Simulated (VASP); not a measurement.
# Bi in VASP: further runs

Runs on Bi. Level: PBE. Tasks: single point.

Everything below comes from runs of VASP 6.6.1. Logs are shortened: lines on timing, memory, paths and dates and some standing lists are left out, and cuts for length are marked.

### 1 The cell of the first run

The cell holds a slab with vacuum, 2 atoms: a = 4.070 Å, b = 4.070 Å, c = 28.000 Å, α = 90.00°, β = 90.00°, γ = 120.00°.

### 2 Single point, PBE

INCAR reads:

```
PREC = Accurate
ENCUT = 520
EDIFF = 1E-6
ISMEAR = 0
SIGMA = 0.02
LREAL = F
LASPH = T
NELM = 80
ALGO = Normal
ISIF = 2
LWAVE = F
LCHARG = F
LDIPOL = T
IDIPOL = 3
DIPOL = 0.5 0.5 0.500
GGA = PE
NBANDS = 22
```

KPOINTS reads:

```
regular mesh
0
Gamma
  9 9 1
```

POSCAR reads:

```
Bi
1.0
    4.0700000000      0.0000000000      0.0000000000
   -2.0350000000      3.5247233934      0.0000000000
    0.0000000000      0.0000000000     28.0000000000
Bi
2
Direct
    0.3333333333      0.6666666667      0.5330178571
    0.6666666667      0.3333333333      0.4669821429
```

Potentials or basis: VASP PAW PBE potentials, release 64 (Bi_d).

On the command line:

```sh
> cat potpaw_PBE.64/Bi_d/POTCAR > POTCAR
> mpirun -np 1 vasp_std > vasp.out
```

OUTCAR:

```text
PREC = Accurate
   ENCUT = 520
   EDIFF = 1E-6
   ISMEAR = 0
   LREAL = F
   LASPH = T
   NELM = 80
   ISIF = 2
   GGA = PE

 ion  position               nearest neighbor table
   1  0.333  0.667  0.533-   2 2.99   2 2.99   2 2.99
   2  0.667  0.333  0.467-   1 2.99   1 2.99   1 2.99

  LATTYP: Found a hexagonal cell.
 ALAT       =     4.0700000000
 C/A-ratio  =     6.8796068796

  Lattice vectors:

 A1 = (   4.0700000000,   0.0000000000,   0.0000000000)
 A2 = (  -2.0350000000,   3.5247233934,   0.0000000000)
 A3 = (   0.0000000000,   0.0000000000,  28.0000000000)

Analysis of symmetry for initial positions (statically):
=====================================================================
 Subroutine PRICEL returns:
 Original cell was already a primitive cell.

 Routine SETGRP: Setting up the symmetry group for a
 hexagonal supercell.

 Subroutine GETGRP returns: Found 12 space group operations
 (whereof 12 operations were pure point group operations)
 out of a pool of 24 trial point group operations.

The static configuration has the point symmetry D_3d.

Analysis of symmetry for dynamics (positions and initial velocities):
=====================================================================
 Subroutine PRICEL returns:
 Original cell was already a primitive cell.

 Routine SETGRP: Setting up the symmetry group for a
 hexagonal supercell.

 Subroutine GETGRP returns: Found 12 space group operations
 (whereof 12 operations were pure point group operations)
 out of a pool of 24 trial point group operations.

The dynamic configuration has the point symmetry D_3d.

 Subroutine INISYM returns: Found 12 space group operations
 (whereof 12 operations are pure point group operations),
 and found     1 'primitive' translations

----------------------------------------------------------------------------------------

                                     Primitive cell

  volume of cell :     401.6775

  direct lattice vectors                    reciprocal lattice vectors
     4.070000000  0.000000000  0.000000000     0.245700246  0.141855103  0.000000000
    -2.035000000  3.524723393  0.000000000     0.000000000  0.283710206  0.000000000
     0.000000000  0.000000000 28.000000000     0.000000000  0.000000000  0.035714286

  length of vectors
     4.070000000  4.070000000 28.000000000     0.283710206  0.283710206  0.035714286

  position of ions in fractional coordinates (direct lattice)
     0.333333333  0.666666667  0.533017857
     0.666666667  0.333333333  0.466982143

  ion indices of the primitive-cell ions
   primitive index   ion index
                 1           1
                 2           2

----------------------------------------------------------------------------------------

 KPOINTS: regular mesh

Automatic generation of k-mesh.
 Grid dimensions read from file:
 generate k-points for:    9    9    1

 Generating k-lattice:

  Cartesian coordinates                     Fractional coordinates (reciprocal lattice)
     0.027300027  0.015761678  0.000000000     0.111111111  0.000000000  0.000000000
     0.000000000  0.031523356  0.000000000     0.000000000  0.111111111  0.000000000
     0.000000000  0.000000000  0.035714286     0.000000000  0.000000000  1.000000000

  Length of vectors
     0.031523356  0.031523356  0.035714286

  Shift w.r.t. Gamma in fractional coordinates (k-lattice)
     0.000000000  0.000000000  0.000000000

 Subroutine IBZKPT returns following result:
 ===========================================

 Found     12 irreducible k-points:

 Following reciprocal coordinates:
            Coordinates               Weight
  0.000000  0.000000  0.000000      1.000000
  0.111111  0.000000  0.000000      6.000000
  0.222222  0.000000  0.000000      6.000000
  0.333333  0.000000  0.000000      6.000000
  0.444444  0.000000  0.000000      6.000000
  0.111111  0.111111  0.000000      6.000000
  0.222222  0.111111  0.000000     12.000000
  0.333333  0.111111  0.000000     12.000000
  0.444444  0.111111  0.000000      6.000000
  0.222222  0.222222  0.000000      6.000000
  0.333333  0.222222  0.000000     12.000000
  0.333333  0.333333  0.000000      2.000000
   k-points           NKPTS =     12   k-points in BZ     NKDIM =     12   number of bands    NBANDS=     22
   number of dos      NEDOS =    301   number of ions     NIONS =      2
   total plane-waves  NPLWV = 189000
   dimension x,y,z NGX =    30 NGY =   30 NGZ =  210
   dimension x,y,z NGXF=    60 NGYF=   60 NGZF=  420
   ions per type =               2
   NGX,Y,Z   is equivalent  to a cutoff of  12.25, 12.25, 12.47 a.u.
   NGXF,Y,Z  is equivalent  to a cutoff of  24.51, 24.51, 24.94 a.u.
 SYSTEM =  unknown system
   PREC   = accura    normal or accurate (medium, high low for compatibility)
   ISTART =      0    job   : 0-new  1-cont  2-samecut
   ICHARG =      2    charge: 1-file 2-atom 10-const
   ISPIN  =      1    spin polarized calculation?
   LNONCOLLINEAR =      F non collinear calculations
   LSORBIT =      F    spin-orbit coupling
   LASPH  =      T    aspherical Exc in radial PAW
   ENCUT  =  520.0 eV  38.22 Ry    6.18 a.u.   7.57  7.57 52.06*2*pi/ulx,y,z
   NELM   =     80;   NELMIN=  2; NELMDL= -5     # of ELM steps
   EDIFF  = 0.1E-05   stopping-criterion for ELM
   LREAL  =      F    real-space projection
   EDIFFG = 0.1E-04   stopping-criterion for IOM
   NSW    =      0    number of steps for IOM
   IBRION =     -1    ionic relax: 0-MD 1-quasi-New 2-CG
   NFREE  =      0    steps in history (QN), initial steepest desc. (CG)
   ISIF   =      2    stress and relaxation
   ISYM   =      2    0-nonsym 1-usesym 2-fastsym
   POTIM  = 0.5000    time-step for ionic-motion
   TEBEG  =    0.0;   TEEND  =   0.0 temperature during run
   PSTRESS=    0.0 pullay stress
   NELECT =      30.0000    total number of electrons
   NUPDOWN=      -1.0000    fix difference up-down
   EMIN   =  10.00;   EMAX   =-10.00  energy-range for DOS
   EFERMI =   0.00;   METHOD = LEGACY
   ISMEAR =     0;   SIGMA  =   0.02  broadening in eV -4-tet -1-fermi 0-gaus
   EFERMI_NEDOS =   21; number of points for ismear=-14 and -15
   IALGO  =     38    algorithm
   IMIX   =      4    mixing-type and parameters
     AMIX     =   0.40;   BMIX     =  1.00
     AMIX_MAG =   1.60;   BMIX_MAG =  1.00
[... 15 lines left out ...]
   NGX = 15   NGY = 15   NGZ =105

 dipolmoment           0.000000      0.000000      0.000000 electrons x Angstroem

 number of electron      30.0000004 magnetization

 dipolmoment           0.000000      0.000000     -0.000000 electrons x Angstroem

 Free energy of the ion-electron system (eV)
  ---------------------------------------------------
  ext. energy  EPLUGINS =         0.00000000
  ---------------------------------------------------
  free energy    TOTEN  =        -7.41419744 eV

  energy without entropy =       -7.41419713  energy(sigma->0) =       -7.41419729

 E-fermi :  -1.4671     XC(G=0):  -2.1201

 val. band max:       -1.5218569565   @ k =   0.0000   0.0000   0.0000
 cond. band min:      -1.4086152164   @ k =   0.3333   0.0000   0.0000
 fundamental gap:      0.1132417400
 Fermi energy:        -1.4670729783

 k-point     1 :       0.0000    0.0000    0.0000
  band No.  band energies     occupation
      1     -24.8759      2.00000
      2     -24.8759      2.00000
      3     -24.7279      2.00000
      4     -24.7268      2.00000
      5     -24.7268      2.00000
      6     -24.5331      2.00000
[... 14 lines left out ...]
     21       1.9303      0.00000
     22       2.2781      0.00000

 k-point     2 :       0.1111    0.0000    0.0000
  band No.  band energies     occupation
      1     -24.8737      2.00000
      2     -24.8662      2.00000
      3     -24.7295      2.00000
      4     -24.7186      2.00000
      5     -24.7183      2.00000
      6     -24.5369      2.00000
[... 14 lines left out ...]
     21       2.0958      0.00000
     22       2.4565      0.00000

 k-point     3 :       0.2222    0.0000    0.0000
  band No.  band energies     occupation
      1     -24.8683      2.00000
      2     -24.8379      2.00000
      3     -24.7354      2.00000
      4     -24.6957      2.00000
      5     -24.6923      2.00000
      6     -24.5480      2.00000
[... 14 lines left out ...]
     21       2.5441      0.00000
     22       2.8387      0.00000

 k-point     4 :       0.3333    0.0000    0.0000
  band No.  band energies     occupation
      1     -24.8624      2.00000
      2     -24.7956      2.00000
      3     -24.7404      2.00000
      4     -24.6633      2.00000
      5     -24.6554      2.00000
      6     -24.5721      2.00000
[... 14 lines left out ...]
     21       3.2009      0.00000
     22       3.5026      0.00000

 k-point     5 :       0.4444    0.0000    0.0000
  band No.  band energies     occupation
      1     -24.8587      2.00000
      2     -24.7625      2.00000
      3     -24.7305      2.00000
      4     -24.6288      2.00000
      5     -24.6287      2.00000
      6     -24.6000      2.00000
[... 14 lines left out ...]
     21       3.9421      0.00000
     22       4.2742      0.00000

 k-point     6 :       0.1111    0.1111    0.0000
  band No.  band energies     occupation
      1     -24.8701      2.00000
      2     -24.8470      2.00000
      3     -24.7259      2.00000
      4     -24.7194      2.00000
      5     -24.6921      2.00000
      6     -24.5473      2.00000
[... 14 lines left out ...]
     21       2.3954      0.00000
     22       2.7585      0.00000

 k-point     7 :       0.2222    0.1111    0.0000
  band No.  band energies     occupation
      1     -24.8648      2.00000
      2     -24.8107      2.00000
      3     -24.7298      2.00000
      4     -24.6982      2.00000
      5     -24.6557      2.00000
      6     -24.5695      2.00000
[... 14 lines left out ...]
     21       2.9800      0.00000
     22       3.2572      0.00000

 k-point     8 :       0.3333    0.1111    0.0000
  band No.  band energies     occupation
      1     -24.8603      2.00000
      2     -24.7668      2.00000
      3     -24.7304      2.00000
      4     -24.6645      2.00000
      5     -24.6191      2.00000
      6     -24.6018      2.00000
[... 14 lines left out ...]
     21       3.6631      0.00000
     22       3.9665      0.00000

 k-point     9 :       0.4444    0.1111    0.0000
  band No.  band energies     occupation
      1     -24.8587      2.00000
      2     -24.7507      2.00000
      3     -24.7150      2.00000
      4     -24.6427      2.00000
      5     -24.6312      2.00000
      6     -24.5999      2.00000
[... 14 lines left out ...]
     21       4.1061      0.00000
     22       4.5594      0.00000

 k-point    10 :       0.2222    0.2222    0.0000
  band No.  band energies     occupation
      1     -24.8615      2.00000
      2     -24.7691      2.00000
      3     -24.7141      2.00000
      4     -24.6942      2.00000
      5     -24.6151      2.00000
      6     -24.6035      2.00000
[... 14 lines left out ...]
     21       3.7103      0.00000
     22       3.9796      0.00000

 k-point    11 :       0.3333    0.2222    0.0000
  band No.  band energies     occupation
      1     -24.8596      2.00000
      2     -24.7298      2.00000
      3     -24.7027      2.00000
      4     -24.6654      2.00000
      5     -24.6441      2.00000
      6     -24.5990      2.00000
[... 14 lines left out ...]
     21       4.4297      0.00000
     22       4.6387      0.00000

 k-point    12 :       0.3333    0.3333    0.0000
  band No.  band energies     occupation
      1     -24.8596      2.00000
      2     -24.6889      2.00000
      3     -24.6889      2.00000
      4     -24.6855      2.00000
      5     -24.6402      2.00000
      6     -24.6402      2.00000
[... 14 lines left out ...]
     21       4.7193      0.00000
     22       5.0831      0.00000

------------------------ aborting loop because EDIFF is reached ----------------------------------------

 vacuum level on the upper side and lower side of the slab       (xc-potential included)        -0.008        -0.008

  FORCE on cell =-STRESS in cart. coord.  units (eV):
  Direction    XX          YY          ZZ          XY          YZ          ZX
  --------------------------------------------------------------------------------------
  -------------------------------------------------------------------------------------
  Total        2.1192683      2.1192683     -0.1690826      0.0000000      0.0000000      0.0000000
  in kB        8.4531591      8.4531591     -0.6744226      0.0000000      0.0000000      0.0000000
  external PRESSURE =       5.4106318 kB  Pullay stress =       0.0000000 kB

 VOLUME and BASIS-vectors are now :
 -----------------------------------------------------------------------------
  energy-cutoff  :      520.00
  volume of cell :      401.68
      direct lattice vectors                 reciprocal lattice vectors
     4.070000000  0.000000000  0.000000000     0.245700246  0.141855103  0.000000000
    -2.035000000  3.524723393  0.000000000     0.000000000  0.283710206  0.000000000
     0.000000000  0.000000000 28.000000000     0.000000000  0.000000000  0.035714286

 POSITION                                       TOTAL-FORCE (eV/Angst)
 -----------------------------------------------------------------------------------
     -0.00000      2.34982     14.92450        -0.000000      0.000000     -0.074284
      2.03500      1.17491     13.07550         0.000000      0.000000      0.074284
 -----------------------------------------------------------------------------------
    total drift:                                0.000000     -0.000000     -0.000000

  FREE ENERGIE OF THE ION-ELECTRON SYSTEM (eV)
  ---------------------------------------------------
  free  energy   TOTEN  =        -7.4141974442 eV

  energy  without entropy=       -7.4141971278  energy(sigma->0) =       -7.41419729

 vacuum level on the upper side and lower side of the slab         1.788         1.788
```

Wall time 75 s (1 thread of Intel Xeon 6975P-C (Granite Rapids), shared host); peak memory 0.46 GiB.

What came out:

| Item | Value |
| --- | --- |
| Free energy | -7.4142 eV |
| Largest force | 0.074 eV/Å |
| Band gap on the k mesh | 0.11 eV, indirect (least direct gap 0.51 eV) |

Forces in eV/Å, atoms in the order of the input:
```
Bi   0.000  0.000 -0.074
Bi   0.000  0.000  0.074
```

Levels at points of the mesh, in eV from the valence-band top:
```tsv
k point	band 11	band 12	band 13	band 14	band 15	band 16	band 17	band 18	band 19	band 20
(0.00, 0.00, 0.00)	-13.49	-9.40	-2.09	0.00	0.00	0.51	2.43	2.43	3.00	3.00
```

Caveat: spin-orbit coupling is left out, which moves the levels of the heavy elements.

### 3 Single point, PBE

INCAR reads:

```
SYSTEM = Bi
PREC     = Accurate       ! precision mode
ENCUT    = 520            ! plane-wave cutoff, eV
EDIFF    = 1E-6           ! SCF threshold, eV
ISMEAR   = 0              ! smearing method
SIGMA    = 0.02           ! smearing width, eV
LREAL    = .FALSE.        ! projectors in reciprocal space
LASPH    = .TRUE.         ! aspherical terms in the spheres
NELM     = 80             ! most SCF steps
ALGO     = Normal         ! electronic algorithm
ISIF     = 2              ! what is computed and relaxed
LWAVE    = .FALSE.        ! write WAVECAR
LCHARG   = .TRUE.         ! write CHGCAR
LDIPOL   = .TRUE.       
IDIPOL   = 3            
DIPOL    = 0.5 0.5 0.500
GGA      = PE             ! functional
LELF     = .TRUE.         ! ELF
LVHAR    = .TRUE.       
LVACPOTAV= .TRUE.       
NBANDS   = 22             ! bands
```

KPOINTS reads:

```
regular mesh
0
G
  9 9 1
  0 0 0
```

POSCAR reads:

```
Bi
1.0
    4.0700000000      0.0000000000      0.0000000000
   -2.0350000000      3.5247233934      0.0000000000
    0.0000000000      0.0000000000     28.0000000000
Bi
2
Direct
    0.3333333333      0.6666666667      0.5462142857
    0.6666666667      0.3333333333      0.4537857143
```

Potentials or basis: VASP PAW PBE potentials, release 64 (Bi_d).

On the command line:

```sh
> cat potpaw_PBE.64/Bi_d/POTCAR > POTCAR
> mpirun -np 1 vasp_std > vasp.out
```

Run time: 78 s. Hardware: 1 thread of Intel Xeon 6975P-C (Granite Rapids), shared host; peak memory 0.46 GiB.

Results (log left out):

```
Free energy            : -6.4693 eV
Largest force          : 1.404 eV/Å
Band gap on the k mesh : zero (band 15 reaches -0.65 eV, above the bottom of band 16 at -2.64 eV)
```

Forces in eV/Å, atoms in the order of the input:
```
Bi   0.000  0.000 -1.404
Bi   0.000  0.000  1.404
```

Levels at points of the mesh, in eV from the Fermi level:
```tsv
k point	band 13	band 14	band 15	band 16	band 17	band 18
(0.00, 0.00, 0.00)	-2.40	0.69	1.45	1.45	2.56	2.56
```

Caveat: spin-orbit coupling is left out, which moves the levels of the heavy elements.

### 4 Single point, PBE

This run uses another cell than the first one, of 207.81 Å³/atom, 1.035 times its volume.

INCAR reads:

```
SYSTEM = Bi
ALGO     = Normal         ! electronic algorithm
DIPOL    = 0.5 0.5 0.500
EDIFF    = 1E-7           ! SCF threshold, eV
ENCUT    = 520            ! plane-wave cutoff, eV
GGA      = PE             ! functional
IDIPOL   = 3            
ISIF     = 2              ! what is computed and relaxed
ISMEAR   = 0              ! smearing method
LASPH    = .TRUE.         ! aspherical terms in the spheres
LCHARG   = .TRUE.         ! write CHGCAR
LDIPOL   = .TRUE.       
LELF     = .TRUE.         ! ELF
LREAL    = .FALSE.        ! projectors in reciprocal space
LVACPOTAV= .TRUE.       
LVHAR    = .TRUE.       
LWAVE    = .FALSE.        ! write WAVECAR
NBANDS   = 22             ! bands
NELM     = 100            ! most SCF steps
PREC     = Accurate       ! precision mode
SIGMA    = 0.02           ! smearing width, eV
```

KPOINTS reads:

```
k-points
0
G
  9 9 1
  0 0 0
```

POSCAR reads:

```
Bi
1.0
    4.1400000000      0.0000000000      0.0000000000
   -2.0700000000      3.5853451717      0.0000000000
    0.0000000000      0.0000000000     28.0000000000
Bi
2
Direct
    0.3333333333      0.6666666667      0.5131964286
    0.6666666667      0.3333333333      0.4868035714
```

On the command line:

```sh
> cat potpaw_PBE.64/Bi_d/POTCAR > POTCAR
> mpirun -np 1 vasp_std > vasp.out
```

It took 87 s on 1 thread of Intel Xeon 6975P-C (Granite Rapids), shared host; peak memory 0.52 GiB.

The run converged. Its results:

| Item | Value |
| --- | --- |
| Free energy | -2.5286 eV |
| Largest force | 6.960 eV/Å |
| Band gap on the k mesh | zero (band 15 reaches -1.60 eV, above the bottom of band 16 at -2.18 eV) |
| Work function of the upper face | 3.53 eV |
| Work function of the lower face | 3.53 eV |

Forces on the atoms (eV/Å):
```
Bi   0.000  0.000  6.960
Bi   0.000  0.000 -6.960
```

Levels at points of the mesh, in eV from the Fermi level:
```csv
k point,band 12,band 13,band 14,band 15,band 16,band 17,band 18,band 19
"(0.00, 0.00, 0.00)",-6.91,-2.54,-2.54,-2.46,0.67,2.10,2.10,3.12
```

Caveat: spin-orbit coupling is left out, which moves the levels of the heavy elements.

### 5 Single point, PBE

This run uses another cell than the first one, of 207.81 Å³/atom, 1.035 times its volume.

INCAR reads:

```
SYSTEM = Bi
PREC     = Accurate       ! precision mode
ENCUT    = 520            ! plane-wave cutoff, eV
EDIFF    = 1E-6           ! SCF threshold, eV
ISMEAR   = 0              ! smearing method
SIGMA    = 0.02           ! smearing width, eV
LREAL    = .False.        ! projectors in reciprocal space
LASPH    = .True.         ! aspherical terms in the spheres
NELM     = 100            ! most SCF steps
ALGO     = Normal         ! electronic algorithm
ISIF     = 2              ! what is computed and relaxed
LWAVE    = .False.        ! write WAVECAR
LCHARG   = .False.        ! write CHGCAR
LDIPOL   = .True.       
IDIPOL   = 3            
DIPOL    = 0.5 0.5 0.500
GGA      = PE             ! functional
NBANDS   = 22             ! bands
```

KPOINTS reads:

```
Automatic mesh
0
Gamma
  9 9 1
  0 0 0
```

POSCAR reads:

```
Bi
1.0
    4.1400000000      0.0000000000      0.0000000000
   -2.0700000000      3.5853451717      0.0000000000
    0.0000000000      0.0000000000     28.0000000000
Bi
2
Direct
    0.3333333333      0.6666666667      0.5264107143
    0.6666666667      0.3333333333      0.4735892857
```

On the command line:

```sh
> cat potpaw_PBE.64/Bi_d/POTCAR > POTCAR
> mpirun -np 1 vasp_std > vasp.out
```

Run time: 82 s. Hardware: 1 thread of Intel Xeon 6975P-C (Granite Rapids), shared host; peak memory 0.52 GiB.

It converged, with:

```
Free energy            : -6.9601 eV
Largest force          : 3.281 eV/Å
Band gap on the k mesh : 0.73 eV, direct
```

Forces in eV/Å, atoms in the order of the input:
```
Bi   0.000  0.000  3.281
Bi   0.000  0.000 -3.281
```

Levels at points of the mesh, in eV from the valence-band top:
```tsv
k point	band 13	band 14	band 15	band 16	band 17	band 18
(0.00, 0.00, 0.00)	-0.19	0.00	0.00	0.73	3.18	3.18
```

Caveat: spin-orbit coupling is left out, which moves the levels of the heavy elements.
